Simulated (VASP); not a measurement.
# Pt (Fm-3m) in VASP: a series of runs

Pt is run at these levels: r2SCAN; tasks: single point, relaxation of cell and atoms.

Program: VASP 6.6.1. These are calculated values, not measurements. Logs are shortened: lines on timing, memory, paths and dates and some standing lists are left out, and cuts for length are marked.

## Step 1: The cell of the first run

It takes space group Fm-3m (No. 225, cubic). The conventional cell has a = 3.979 Å, b = 3.979 Å, c = 3.979 Å, α = 90.00°, β = 90.00°, γ = 90.00°. Within 3.7 Å of Pt (site symmetry m-3m) lie 12 Pt at 2.81 Å.

## Step 2: Single point, r2SCAN (volume scaled by 1.03)

Input file POSCAR:

```
Pt
1.0
    0.0000000000      1.9896018377      1.9896018377
    1.9896018377      0.0000000000      1.9896018377
    1.9896018377      1.9896018377      0.0000000000
Pt
1
Direct
    0.0000000000      0.0000000000      0.0000000000
```

Input file INCAR.step1:

```
ALGO     = Normal         # electronic algorithm
EDIFF    = 1E-4           # SCF threshold, eV
ENCUT    = 520            # plane-wave cutoff, eV
GGA      = PE             # functional
ISMEAR   = 0              # smearing method
LASPH    = T              # aspherical terms in the spheres
LCHARG   = F              # write CHGCAR
LREAL    = F              # projectors in reciprocal space
LWAVE    = T              # write WAVECAR
NBANDS   = 11             # bands
NELM     = 60             # most SCF steps
PREC     = Accurate       # precision mode
SIGMA    = 0.1            # smearing width, eV
```

Input file INCAR.step2:

```
ALGO     = Normal         # electronic algorithm
EDIFF    = 1E-6           # SCF threshold, eV
ENCUT    = 520            # plane-wave cutoff, eV
ISIF     = 2              # what is computed and relaxed
ISMEAR   = 0              # smearing method
ISTART   = 1            
LASPH    = T              # aspherical terms in the spheres
LCHARG   = F              # write CHGCAR
LMIXTAU  = T            
LREAL    = F              # projectors in reciprocal space
LWAVE    = F              # write WAVECAR
METAGGA  = R2SCAN         # meta-GGA
NBANDS   = 11             # bands
NELM     = 60             # most SCF steps
PREC     = Accurate       # precision mode
SIGMA    = 0.1            # smearing width, eV
```

Input file KPOINTS:

```
k-points
0
Gamma
  18 18 18
```

Potentials or basis: VASP PAW PBE potentials, release 64 (Pt).

The run is started by

```sh
cat potpaw_PBE.64/Pt/POTCAR > POTCAR
cp INCAR.step1 INCAR
mpirun -np 1 vasp_std > vasp.out
cp INCAR.step2 INCAR
mpirun -np 1 vasp_std > vasp.out
```

OUTCAR:

```text
EDIFF = 1E-6
   ENCUT = 520
   ISIF = 2
   ISMEAR = 0
   ISTART = 1
   LASPH = T
   LREAL = F
   METAGGA = R2SCAN
   NELM = 60
   PREC = Accurate

 ion  position               nearest neighbor table
   1  0.000  0.000  0.000-

  LATTYP: Found a face centered cubic cell.
 ALAT       =     3.9792036754

  Lattice vectors:

 A1 = (   0.0000000000,   1.9896018377,   1.9896018377)
 A2 = (   1.9896018377,   0.0000000000,   1.9896018377)
 A3 = (   1.9896018377,   1.9896018377,   0.0000000000)

Analysis of symmetry for initial positions (statically):
=====================================================================
 Subroutine PRICEL returns:
 Original cell was already a primitive cell.

 Routine SETGRP: Setting up the symmetry group for a
 face centered cubic supercell.

 Subroutine GETGRP returns: Found 48 space group operations
 (whereof 48 operations were pure point group operations)
 out of a pool of 48 trial point group operations.

The static configuration has the point symmetry O_h .

Analysis of symmetry for dynamics (positions and initial velocities):
=====================================================================
 Subroutine PRICEL returns:
 Original cell was already a primitive cell.

 Routine SETGRP: Setting up the symmetry group for a
 face centered cubic supercell.

 Subroutine GETGRP returns: Found 48 space group operations
 (whereof 48 operations were pure point group operations)
 out of a pool of 48 trial point group operations.

The dynamic configuration has the point symmetry O_h .

 Subroutine INISYM returns: Found 48 space group operations
 (whereof 48 operations are pure point group operations),
 and found     1 'primitive' translations

----------------------------------------------------------------------------------------

                                     Primitive cell

  volume of cell :      15.7517

  direct lattice vectors                    reciprocal lattice vectors
     0.000000000  1.989601838  1.989601838    -0.251306563  0.251306563  0.251306563
     1.989601838  0.000000000  1.989601838     0.251306563 -0.251306563  0.251306563
     1.989601838  1.989601838  0.000000000     0.251306563  0.251306563 -0.251306563

  length of vectors
     2.813721903  2.813721903  2.813721903     0.435275736  0.435275736  0.435275736

  position of ions in fractional coordinates (direct lattice)
     0.000000000  0.000000000  0.000000000

  ion indices of the primitive-cell ions
   primitive index   ion index
                 1           1

----------------------------------------------------------------------------------------

 KPOINTS: k-points

Automatic generation of k-mesh.
 Grid dimensions read from file:
 generate k-points for:   18   18   18

 Generating k-lattice:

  Cartesian coordinates                     Fractional coordinates (reciprocal lattice)
    -0.013961476  0.013961476  0.013961476     0.055555556  0.000000000  0.000000000
     0.013961476 -0.013961476  0.013961476     0.000000000  0.055555556  0.000000000
     0.013961476  0.013961476 -0.013961476     0.000000000  0.000000000  0.055555556

  Length of vectors
     0.024181985  0.024181985  0.024181985

  Shift w.r.t. Gamma in fractional coordinates (k-lattice)
     0.000000000  0.000000000  0.000000000

 Subroutine IBZKPT returns following result:
 ===========================================

 Found    195 irreducible k-points:

 Following reciprocal coordinates:
            Coordinates               Weight
  0.000000  0.000000  0.000000      1.000000
  0.055556  0.000000  0.000000      8.000000
  0.111111  0.000000  0.000000      8.000000
  0.166667  0.000000  0.000000      8.000000
  0.222222  0.000000  0.000000      8.000000
  0.277778  0.000000  0.000000      8.000000
[... 16 lines left out ...]
 -0.277778  0.055556  0.000000     24.000000
 -0.222222  0.055556  0.000000     24.000000
 [... further k-points ...]
   k-points           NKPTS =    195   k-points in BZ     NKDIM =    195   number of bands    NBANDS=     11
   number of dos      NEDOS =    301   number of ions     NIONS =      1
   total plane-waves  NPLWV =  13824
   dimension x,y,z NGX =    24 NGY =   24 NGZ =   24
   dimension x,y,z NGXF=    48 NGYF=   48 NGZF=   48
   ions per type =               1
   NGX,Y,Z   is equivalent  to a cutoff of  14.18, 14.18, 14.18 a.u.
   NGXF,Y,Z  is equivalent  to a cutoff of  28.36, 28.36, 28.36 a.u.
 SYSTEM =  unknown system
   PREC   = accura    normal or accurate (medium, high low for compatibility)
   ISTART =      1    job   : 0-new  1-cont  2-samecut
   ICHARG =      0    charge: 1-file 2-atom 10-const
   ISPIN  =      1    spin polarized calculation?
   LNONCOLLINEAR =      F non collinear calculations
   LSORBIT =      F    spin-orbit coupling
   LASPH  =      T    aspherical Exc in radial PAW
   ENCUT  =  520.0 eV  38.22 Ry    6.18 a.u.   5.23  5.23  5.23*2*pi/ulx,y,z
   NELM   =     60;   NELMIN=  2; NELMDL=  0     # of ELM steps
   EDIFF  = 0.1E-05   stopping-criterion for ELM
   LREAL  =      F    real-space projection
[... 7 lines left out ...]
   TEBEG  =    0.0;   TEEND  =   0.0 temperature during run
   PSTRESS=    0.0 pullay stress
   NELECT =      10.0000    total number of electrons
   NUPDOWN=      -1.0000    fix difference up-down
   EMIN   =  10.00;   EMAX   =-10.00  energy-range for DOS
   EFERMI =   0.00;   METHOD = LEGACY
   ISMEAR =     0;   SIGMA  =   0.10  broadening in eV -4-tet -1-fermi 0-gaus
   EFERMI_NEDOS =   21; number of points for ismear=-14 and -15
   IALGO  =     38    algorithm
   IMIX   =      4    mixing-type and parameters
     AMIX     =   0.40;   BMIX     =  1.00
     AMIX_MAG =   1.60;   BMIX_MAG =  1.00
  volume/ion in A,a.u.               =      15.75       106.30
  Fermi-wavevector in a.u.,A,eV,Ry     =   1.407015  2.658872 26.935326  1.979691
  Thomas-Fermi vector in A             =   2.529317
   LORBIT       =      0    0 simple, 1 ext, 2 COOP (PROOUT), +10 PAW based schemes
   METAGGA = R2SCAN    functional components
   LHFCALC =     F    Hartree Fock is set to
   AEXX    =    0.0000 exact exchange contribution
   IVDW    =     0    specifies the selected vdW correction
   LEPSILON=     F    determine dielectric tensor
   LRPA    =     F    only Hartree local field effects (RPA)
 non-spin polarized calculation
 Gauss-broadening in eV      SIGMA  =   0.10
  energy-cutoff  :      520.00
  volume of cell :       15.75
 maximum number of plane-waves:       444
 NGX is ok and might be reduce to    24
   NGX = 11   NGY = 11   NGZ = 11

 number of electron      10.0000001 magnetization

 Free energy of the ion-electron system (eV)
  ---------------------------------------------------
  ext. energy  EPLUGINS =         0.00000000
  ---------------------------------------------------
  free energy    TOTEN  =       -51.49271545 eV

  energy without entropy =      -51.48193869  energy(sigma->0) =      -51.48732707

 E-fermi :  10.1983     XC(G=0): -14.3283

 val. band max:       10.1981998047   @ k =  -0.2778   0.3889   0.1667
 cond. band min:      10.2073010733   @ k =   0.5000   0.2778   0.0556
 fundamental gap:      0.0091012687
 Fermi energy:        10.1983280850

 k-point     1 :       0.0000    0.0000    0.0000
  band No.  band energies     occupation
      1       0.2014      2.00000
      2       6.5494      2.00000
      3       6.5494      2.00000
      4       6.5494      2.00000
      5       8.5597      2.00000
      6       8.5597      2.00000
      7      25.7922      0.00000
      8      30.7060      0.00000
      9      30.7060      0.00000
     10      30.7060      0.00000
     11      36.4158      0.00000

 k-point     2 :       0.0556    0.0000    0.0000
  band No.  band energies     occupation
      1       0.3257      2.00000
      2       6.4961      2.00000
      3       6.5981      2.00000
      4       6.5981      2.00000
      5       8.5338      2.00000
      6       8.5338      2.00000
      7      25.9769      0.00000
      8      30.0383      0.00000
      9      30.8876      0.00000
     10      30.8876      0.00000
     11      37.1139      0.00000

 k-point     3 :       0.1111    0.0000    0.0000
  band No.  band energies     occupation
      1       0.6877      2.00000
      2       6.3597      2.00000
      3       6.7249      2.00000
      4       6.7249      2.00000
      5       8.4796      2.00000
      6       8.4796      2.00000
      7      26.4724      0.00000
      8      28.6030      0.00000
      9      31.4136      0.00000
     10      31.4136      0.00000
     11      37.5073      0.00000

 k-point     4 :       0.1667    0.0000    0.0000
  band No.  band energies     occupation
      1       1.2483      2.00000
      2       6.2093      2.00000
      3       6.8649      2.00000
      4       6.8649      2.00000
      5       8.4724      2.00000
      6       8.4724      2.00000
      7      26.7710      0.00000
      8      27.2279      0.00000
      9      32.2195      0.00000
     10      32.2195      0.00000
     11      35.7999      0.00000

 k-point     5 :       0.2222    0.0000    0.0000
  band No.  band energies     occupation
      1       1.9192      2.00000
      2       6.1661      2.00000
      3       6.9189      2.00000
      4       6.9189      2.00000
      5       8.6183      2.00000
      6       8.6183      2.00000
      7      24.9975      0.00000
      8      27.4777      0.00000
      9      33.1227      0.00000
     10      33.1227      0.00000
     11      34.6532      0.00000
[... 211 lines left out ...]
 k-point    21 :      -0.3889    0.0556    0.0000
  band No.  band energies     occupation
      1       3.1766      2.00000
      2       6.4949      2.00000
      3       6.6098      2.00000
      4       8.2740      2.00000
      5       9.7350      2.00000
      6      10.5298      0.00000
      7      17.9839      0.00000
      8      25.9326      0.00000
      9      29.6528      0.00000
     10      30.9847      0.00000
     11      37.4051      0.00000

 k-point    22 :      -0.3333    0.0556    0.0000
  band No.  band energies     occupation
      1       3.0916      2.00000
      2       6.6235      2.00000
      3       6.7287      2.00000
      4       7.2617      2.00000
      5       9.2764      2.00000
      6      10.0011      1.99472
      7      20.0788      0.00000
      8      26.4458      0.00000
      9      30.3518      0.00000
     10      32.3870      0.00000
     11      35.8224      0.00000

 k-point    23 :      -0.2778    0.0556    0.0000
  band No.  band energies     occupation
      1       2.8017      2.00000
      2       6.4317      2.00000
      3       6.8136      2.00000
      4       6.8737      2.00000
      5       8.7957      2.00000
      6       9.4997      2.00000
      7      22.2885      0.00000
      8      27.0865      0.00000
      9      31.2310      0.00000
     10      34.1429      0.00000
     11      34.2792      0.00000

 k-point    24 :      -0.2222    0.0556    0.0000
  band No.  band energies     occupation
      1       2.2463      2.00000
      2       6.0950      2.00000
      3       6.9197      2.00000
      4       6.9825      2.00000
      5       8.4078      2.00000
      6       9.0618      2.00000
      7      24.4035      0.00000
      8      27.5487      0.00000
      9      31.7975      0.00000
     10      33.5122      0.00000
     11      34.6699      0.00000

 [... further k-points ...]
[... 5 lines left out ...]
  --------------------------------------------------------------------------------------
  -------------------------------------------------------------------------------------
  Total       -0.6721366     -0.6721366     -0.6721366      0.0000000     -0.0000000      0.0000000
  in kB      -68.3659156    -68.3659156    -68.3659156      0.0000000     -0.0000000      0.0000000
  external PRESSURE =     -68.3659156 kB  Pullay stress =       0.0000000 kB

 VOLUME and BASIS-vectors are now :
 -----------------------------------------------------------------------------
  energy-cutoff  :      520.00
  volume of cell :       15.75
      direct lattice vectors                 reciprocal lattice vectors
     0.000000000  1.989601838  1.989601838    -0.251306563  0.251306563  0.251306563
     1.989601838  0.000000000  1.989601838     0.251306563 -0.251306563  0.251306563
     1.989601838  1.989601838  0.000000000     0.251306563  0.251306563 -0.251306563

 POSITION                                       TOTAL-FORCE (eV/Angst)
 -----------------------------------------------------------------------------------
      0.00000      0.00000      0.00000        -0.000000     -0.000000      0.000000
 -----------------------------------------------------------------------------------
    total drift:                               -0.000000     -0.000000     -0.000000

  FREE ENERGIE OF THE ION-ELECTRON SYSTEM (eV)
  ---------------------------------------------------
  free  energy   TOTEN  =       -51.4927154501 eV

  energy  without entropy=      -51.4819386933  energy(sigma->0) =      -51.48732707
```

Run time: 37 s. Hardware: 1 thread of Intel Xeon 6975P-C (Granite Rapids), shared host; peak memory 0.17 GiB.

What came out:

```yaml
Free_energy: -51.4927 eV
Pressure: -6.8 GPa
Band_gap_on_the_k_mesh: zero (band 5 reaches 10.68 eV, above the bottom of band 6 at 8.47 eV)
```

Caveat: the PAW data sets were made with another functional, which shifts forces and pressure a little; spin-orbit coupling is left out, which moves the levels of the heavy elements.

## Step 3: Single point, r2SCAN (volume scaled by 1.06)

Input file POSCAR:

```
Pt
1.0
    0.0000000000      2.0087337983      2.0087337983
    2.0087337983      0.0000000000      2.0087337983
    2.0087337983      2.0087337983      0.0000000000
Pt
1
Direct
    0.0000000000      0.0000000000      0.0000000000
```

Input file INCAR.step1:

```
SYSTEM = Pt
PREC = Accurate
ENCUT = 520
ISMEAR = 0
SIGMA = 0.1
LREAL = .FALSE.
LASPH = .TRUE.
NELM = 60
NBANDS = 11
GGA = PE
ALGO = Normal
EDIFF = 1E-4
LWAVE = .TRUE.
LCHARG = .FALSE.
```

Input file INCAR.step2:

```
SYSTEM = Pt
PREC = Accurate
ENCUT = 520
EDIFF = 1E-6
ISMEAR = 0
SIGMA = 0.1
LREAL = .FALSE.
LASPH = .TRUE.
NELM = 60
ALGO = Normal
ISIF = 2
LWAVE = .FALSE.
LCHARG = .TRUE.
METAGGA = R2SCAN
LMIXTAU = .TRUE.
LELF = .TRUE.
LVHAR = .TRUE.
NBANDS = 11
ISTART = 1
```

Input file KPOINTS:

```
Automatic mesh
0
G
  18 18 18
  0 0 0
```

Potentials or basis: VASP PAW PBE potentials, release 64 (Pt).

The run is started by

```sh
cat potpaw_PBE.64/Pt/POTCAR > POTCAR
cp INCAR.step1 INCAR
mpirun -np 1 vasp_std > vasp.out
cp INCAR.step2 INCAR
mpirun -np 1 vasp_std > vasp.out
```

Run time: 37 s. Hardware: 1 thread of Intel Xeon 6975P-C (Granite Rapids), shared host; peak memory 0.17 GiB.

It converged, with:

| Quantity | Value |
| --- | --- |
| Free energy | -51.4642 eV |
| Pressure | -13.0 GPa |
| Band gap on the k mesh | zero (band 5 reaches 10.13 eV, above the bottom of band 6 at 8.03 eV) |

Levels at points of the mesh, in eV from the Fermi level:
```tsv
k point	band 2	band 3	band 4	band 5	band 6	band 7	band 8	band 9
(0.00, 0.00, 0.00)	-3.48	-3.48	-3.48	-1.57	-1.57	15.66	20.40	20.40
(0.50, 0.00, 0.00)	-3.56	-3.56	0.00	0.01	0.01	5.60	15.28	19.41
(0.50, 0.50, 0.00)	-6.11	-0.07	0.45	0.45	2.09	8.56	11.77	11.77
```

Caveat: the PAW data sets were made with another functional, which shifts forces and pressure a little; spin-orbit coupling is left out, which moves the levels of the heavy elements.

## Step 4: Single point, r2SCAN (volume scaled by 1.10)

Input file POSCAR:

```
Pt
1.0
    0.0000000000      2.0336895649      2.0336895649
    2.0336895649      0.0000000000      2.0336895649
    2.0336895649      2.0336895649      0.0000000000
Pt
1
Direct
    0.0000000000      0.0000000000      0.0000000000
```

Input file INCAR.step1:

```
PREC = Accurate
ENCUT = 520
ISMEAR = 0
SIGMA = 0.1
LREAL = F
LASPH = T
NELM = 80
NBANDS = 11
GGA = PE
ALGO = Normal
EDIFF = 1E-4
LWAVE = T
LCHARG = F
```

Input file INCAR.step2:

```
PREC = Accurate
ENCUT = 520
EDIFF = 1E-6
ISMEAR = 0
SIGMA = 0.1
LREAL = F
LASPH = T
NELM = 80
ALGO = Normal
ISIF = 2
LWAVE = F
LCHARG = T
METAGGA = R2SCAN
LMIXTAU = T
LELF = T
LVHAR = T
NBANDS = 11
ISTART = 1
```

Input file KPOINTS:

```
regular mesh
0
Gamma
  18 18 18
```

The run is started by

```sh
cat potpaw_PBE.64/Pt/POTCAR > POTCAR
cp INCAR.step1 INCAR
mpirun -np 1 vasp_std > vasp.out
cp INCAR.step2 INCAR
mpirun -np 1 vasp_std > vasp.out
```

Run time: 39 s. Hardware: 1 thread of Intel Xeon 6975P-C (Granite Rapids), shared host; peak memory 0.17 GiB.

Results (log left out):

| Quantity | Value |
| --- | --- |
| Free energy | -51.4017 eV |
| Pressure | -19.5 GPa |
| Band gap on the k mesh | zero (band 5 reaches 9.46 eV, above the bottom of band 6 at 7.49 eV) |

Levels at points of the mesh, in eV from the Fermi level:
| k point | band 2 | band 3 | band 4 | band 5 | band 6 | band 7 | band 8 | band 9 |
| --- | --- | --- | --- | --- | --- | --- | --- | --- |
| (0.00, 0.00, 0.00) | -3.27 | -3.27 | -3.27 | -1.48 | -1.48 | 15.72 | 20.25 | 20.25 |
| (0.50, 0.00, 0.00) | -3.35 | -3.35 | 0.00 | 0.00 | 0.15 | 5.34 | 15.33 | 19.11 |
| (0.50, 0.50, 0.00) | -5.76 | -0.08 | 0.42 | 0.42 | 2.17 | 8.18 | 11.64 | 11.64 |

Caveat: the PAW data sets were made with another functional, which shifts forces and pressure a little; spin-orbit coupling is left out, which moves the levels of the heavy elements.

[end of part 1 of 2]
